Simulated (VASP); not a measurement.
# Sn (Pm-3m) in VASP: notebook

Runs on Sn. Level: LDA. Tasks: single point.

Everything below comes from runs of VASP 6.6.1. Logs are shortened: lines on timing, memory, paths and dates and some standing lists are left out, and cuts for length are marked.

## Step 1: The cell of the first run

Symmetry: Pm-3m, No. 221, cubic system. Conventional cell: a = 3.041 Å, b = 3.041 Å, c = 3.041 Å, α = 90.00°, β = 90.00°, γ = 90.00°. Sn (site symmetry m-3m) has 6 Sn at 3.04 Å within 4.0 Å.

## Step 2: Single point, LDA (volume scaled by 1.04)

INCAR reads:

```
SYSTEM = Sn
PREC = Accurate
ENCUT = 520
EDIFF = 1E-7
ISMEAR = -1
SIGMA = 0.1
LREAL = .False.
LASPH = .True.
NELM = 100
ALGO = Normal
ISIF = 2
LWAVE = .False.
LCHARG = .False.
NBANDS = 13
```

KPOINTS reads:

```
regular mesh
0
Gamma
  12 12 12
  0 0 0
```

POSCAR reads:

```
Sn
1.0
    3.0407955227      0.0000000000      0.0000000000
    0.0000000000      3.0407955227      0.0000000000
    0.0000000000      0.0000000000      3.0407955227
Sn
1
Direct
    0.0000000000      0.0000000000      0.0000000000
```

Potentials or basis: VASP PAW LDA potentials, release 64 (Sn_d).

Run with:

```bash
$ cat potpaw_LDA.64/Sn_d/POTCAR > POTCAR
$ mpirun -np 1 vasp_std > vasp.out
```

OUTCAR:

```text
SYSTEM = Sn
   PREC = Accurate
   ENCUT = 520
   EDIFF = 1E-7
   ISMEAR = -1
   LREAL = .False.
   LASPH = .True.
   NELM = 100
   ISIF = 2

 ion  position               nearest neighbor table
   1  0.000  0.000  0.000-

  LATTYP: Found a simple cubic cell.
 ALAT       =     3.0407955227

  Lattice vectors:

 A1 = (   3.0407955227,   0.0000000000,   0.0000000000)
 A2 = (   0.0000000000,   3.0407955227,   0.0000000000)
 A3 = (   0.0000000000,   0.0000000000,   3.0407955227)

Analysis of symmetry for initial positions (statically):
=====================================================================
 Subroutine PRICEL returns:
 Original cell was already a primitive cell.

 Routine SETGRP: Setting up the symmetry group for a
 simple cubic supercell.

 Subroutine GETGRP returns: Found 48 space group operations
 (whereof 48 operations were pure point group operations)
 out of a pool of 48 trial point group operations.

The static configuration has the point symmetry O_h .

Analysis of symmetry for dynamics (positions and initial velocities):
=====================================================================
 Subroutine PRICEL returns:
 Original cell was already a primitive cell.

 Routine SETGRP: Setting up the symmetry group for a
 simple cubic supercell.

 Subroutine GETGRP returns: Found 48 space group operations
 (whereof 48 operations were pure point group operations)
 out of a pool of 48 trial point group operations.

The dynamic configuration has the point symmetry O_h .

 Subroutine INISYM returns: Found 48 space group operations
 (whereof 48 operations are pure point group operations),
 and found     1 'primitive' translations

----------------------------------------------------------------------------------------

                                     Primitive cell

  volume of cell :      28.1165

  direct lattice vectors                    reciprocal lattice vectors
     3.040795523  0.000000000  0.000000000     0.328861310  0.000000000  0.000000000
     0.000000000  3.040795523  0.000000000     0.000000000  0.328861310  0.000000000
     0.000000000  0.000000000  3.040795523     0.000000000  0.000000000  0.328861310

  length of vectors
     3.040795523  3.040795523  3.040795523     0.328861310  0.328861310  0.328861310

  position of ions in fractional coordinates (direct lattice)
     0.000000000  0.000000000  0.000000000

  ion indices of the primitive-cell ions
   primitive index   ion index
                 1           1

----------------------------------------------------------------------------------------

 KPOINTS: regular mesh

Automatic generation of k-mesh.
 Grid dimensions read from file:
 generate k-points for:   12   12   12

 Generating k-lattice:

  Cartesian coordinates                     Fractional coordinates (reciprocal lattice)
     0.027405109  0.000000000  0.000000000     0.083333333  0.000000000  0.000000000
     0.000000000  0.027405109  0.000000000     0.000000000  0.083333333  0.000000000
     0.000000000  0.000000000  0.027405109     0.000000000  0.000000000  0.083333333

  Length of vectors
     0.027405109  0.027405109  0.027405109

  Shift w.r.t. Gamma in fractional coordinates (k-lattice)
     0.000000000  0.000000000  0.000000000

 Subroutine IBZKPT returns following result:
 ===========================================

 Found     84 irreducible k-points:

 Following reciprocal coordinates:
            Coordinates               Weight
  0.000000  0.000000  0.000000      1.000000
  0.083333  0.000000  0.000000      6.000000
  0.166667  0.000000  0.000000      6.000000
  0.250000  0.000000  0.000000      6.000000
  0.333333  0.000000  0.000000      6.000000
  0.416667  0.000000  0.000000      6.000000
[... 16 lines left out ...]
  0.333333  0.333333  0.000000     12.000000
  0.416667  0.333333  0.000000     24.000000
 [... further k-points ...]
   k-points           NKPTS =     84   k-points in BZ     NKDIM =     84   number of bands    NBANDS=     13
   number of dos      NEDOS =    301   number of ions     NIONS =      1
   total plane-waves  NPLWV =  13824
   dimension x,y,z NGX =    24 NGY =   24 NGZ =   24
   dimension x,y,z NGXF=    48 NGYF=   48 NGZF=   48
   ions per type =               1
   NGX,Y,Z   is equivalent  to a cutoff of  13.12, 13.12, 13.12 a.u.
   NGXF,Y,Z  is equivalent  to a cutoff of  26.24, 26.24, 26.24 a.u.
 SYSTEM =  Sn
   PREC   = accura    normal or accurate (medium, high low for compatibility)
   ISTART =      0    job   : 0-new  1-cont  2-samecut
   ICHARG =      2    charge: 1-file 2-atom 10-const
   ISPIN  =      1    spin polarized calculation?
   LNONCOLLINEAR =      F non collinear calculations
   LSORBIT =      F    spin-orbit coupling
   LASPH  =      T    aspherical Exc in radial PAW
   ENCUT  =  520.0 eV  38.22 Ry    6.18 a.u.   5.65  5.65  5.65*2*pi/ulx,y,z
   NELM   =    100;   NELMIN=  2; NELMDL= -5     # of ELM steps
   EDIFF  = 0.1E-06   stopping-criterion for ELM
   LREAL  =      F    real-space projection
   EDIFFG = 0.1E-05   stopping-criterion for IOM
   NSW    =      0    number of steps for IOM
   IBRION =     -1    ionic relax: 0-MD 1-quasi-New 2-CG
   NFREE  =      0    steps in history (QN), initial steepest desc. (CG)
   ISIF   =      2    stress and relaxation
   ISYM   =      2    0-nonsym 1-usesym 2-fastsym
   POTIM  = 0.5000    time-step for ionic-motion
   TEBEG  =    0.0;   TEEND  =   0.0 temperature during run
   PSTRESS=    0.0 pullay stress
   NELECT =      14.0000    total number of electrons
   NUPDOWN=      -1.0000    fix difference up-down
   EMIN   =  10.00;   EMAX   =-10.00  energy-range for DOS
   EFERMI =   0.00;   METHOD = LEGACY
   ISMEAR =    -1;   SIGMA  =   0.10  broadening in eV -4-tet -1-fermi 0-gaus
   EFERMI_NEDOS =   21; number of points for ismear=-14 and -15
   IALGO  =     38    algorithm
   IMIX   =      4    mixing-type and parameters
     AMIX     =   0.40;   BMIX     =  1.00
     AMIX_MAG =   1.60;   BMIX_MAG =  1.00
  volume/ion in A,a.u.               =      28.12       189.74
  Fermi-wavevector in a.u.,A,eV,Ry     =   1.297568  2.452049 22.907912  1.683684
  Thomas-Fermi vector in A             =   2.428953
   LORBIT       =      0    0 simple, 1 ext, 2 COOP (PROOUT), +10 PAW based schemes
   GGA     = CA    functional components
   LHFCALC =     F    Hartree Fock is set to
   AEXX    =    0.0000 exact exchange contribution
   IVDW    =     0    specifies the selected vdW correction
   LEPSILON=     F    determine dielectric tensor
   LRPA    =     F    only Hartree local field effects (RPA)
 non-spin polarized calculation
  energy-cutoff  :      520.00
  volume of cell :       28.12
 maximum number of plane-waves:       772
 NGX is ok and might be reduce to    24
   NGX = 11   NGY = 11   NGZ = 11

 number of electron      14.0000015 magnetization

 Free energy of the ion-electron system (eV)
  ---------------------------------------------------
  ext. energy  EPLUGINS =         0.00000000
  ---------------------------------------------------
  free energy    TOTEN  =        -4.44636647 eV

  energy without entropy =       -4.42250663  energy(sigma->0) =       -4.43443655

 E-fermi :   7.2271     XC(G=0): -10.3385

 val. band max:        7.2261583461   @ k =   0.4167   0.3333   0.0000
 cond. band min:       7.2788378266   @ k =   0.4167   0.4167   0.3333
 fundamental gap:      0.0526794805
 Fermi energy:         7.2271092717

 k-point     1 :       0.0000    0.0000    0.0000
  band No.  band energies     occupation
      1     -14.3421      2.00000
      2     -14.3421      2.00000
      3     -13.9189      2.00000
      4     -13.9189      2.00000
      5     -13.9189      2.00000
      6      -3.7484      2.00000
      7      12.5721      0.00000
      8      12.5721      0.00000
      9      12.5721      0.00000
     10      16.0608      0.00000
     11      16.0608      0.00000
     12      17.3828      0.00000
     13      27.4148      0.00000

 k-point     2 :       0.0833    0.0000    0.0000
  band No.  band energies     occupation
      1     -14.3407      2.00000
      2     -14.3199      2.00000
      3     -13.9264      2.00000
      4     -13.9264      2.00000
      5     -13.9183      2.00000
      6      -3.6351      2.00000
      7      11.1936      0.00000
      8      12.6938      0.00000
      9      12.6938      0.00000
     10      16.1436      0.00000
     11      16.7763      0.00000
     12      18.2910      0.00000
     13      26.4951      0.00000

 k-point     3 :       0.1667    0.0000    0.0000
  band No.  band energies     occupation
      1     -14.3368      2.00000
      2     -14.2591      2.00000
      3     -13.9467      2.00000
      4     -13.9467      2.00000
      5     -13.9167      2.00000
      6      -3.2960      2.00000
      7       8.9645      0.00000
      8      13.0483      0.00000
      9      13.0483      0.00000
     10      16.3929      0.00000
     11      17.1700      0.00000
     12      20.8505      0.00000
     13      24.8343      0.00000
[... 305 lines left out ...]
 k-point    23 :       0.3333    0.3333    0.0000
  band No.  band energies     occupation
      1     -14.2042      2.00000
      2     -14.1087      2.00000
      3     -13.9937      2.00000
      4     -13.9919      2.00000
      5     -13.9348      2.00000
      6      -0.2220      2.00000
      7       6.0910      1.99998
      8       6.8868      1.93558
      9      13.6028      0.00000
     10      16.0596      0.00000
     11      19.1883      0.00000
     12      22.4893      0.00000
     13      23.6036      0.00000

 k-point    24 :       0.4167    0.3333    0.0000
  band No.  band energies     occupation
      1     -14.1905      2.00000
      2     -14.1344      2.00000
      3     -14.0123      2.00000
      4     -13.9906      2.00000
      5     -13.8796      2.00000
      6       0.6319      2.00000
      7       4.8212      2.00000
      8       7.2262      1.00475
      9      12.3130      0.00000
     10      16.7329      0.00000
     11      19.9205      0.00000
     12      21.7557      0.00000
     13      22.7067      0.00000

 [... further k-points ...]
[... 5 lines left out ...]
  --------------------------------------------------------------------------------------
  -------------------------------------------------------------------------------------
  Total       -0.3169034     -0.3169034     -0.3169034      0.0000000      0.0000000     -0.0000000
  in kB      -18.0582563    -18.0582563    -18.0582563      0.0000000      0.0000000     -0.0000000
  external PRESSURE =     -18.0582563 kB  Pullay stress =       0.0000000 kB

 VOLUME and BASIS-vectors are now :
 -----------------------------------------------------------------------------
  energy-cutoff  :      520.00
  volume of cell :       28.12
      direct lattice vectors                 reciprocal lattice vectors
     3.040795523  0.000000000  0.000000000     0.328861310  0.000000000  0.000000000
     0.000000000  3.040795523  0.000000000     0.000000000  0.328861310  0.000000000
     0.000000000  0.000000000  3.040795523     0.000000000  0.000000000  0.328861310

 POSITION                                       TOTAL-FORCE (eV/Angst)
 -----------------------------------------------------------------------------------
      0.00000      0.00000      0.00000         0.000000      0.000000      0.000000
 -----------------------------------------------------------------------------------
    total drift:                                0.000000     -0.000000      0.000000

  FREE ENERGIE OF THE ION-ELECTRON SYSTEM (eV)
  ---------------------------------------------------
  free  energy   TOTEN  =        -4.4463664712 eV

  energy  without entropy=       -4.4225066335  energy(sigma->0) =       -4.43443655
```

It took 22 s on 1 thread of Intel Xeon 8259CL, shared host; peak memory 0.14 GiB.

Results:

```yaml
Free_energy: -4.4464 eV
Pressure: -1.8 GPa
Band_gap_on_the_k_mesh: zero (band 7 reaches 12.57 eV, above the bottom of band 8 at 4.97 eV)
```

Caveat: spin-orbit coupling is left out, which moves the levels of the heavy elements.

[end of part 1 of 2]
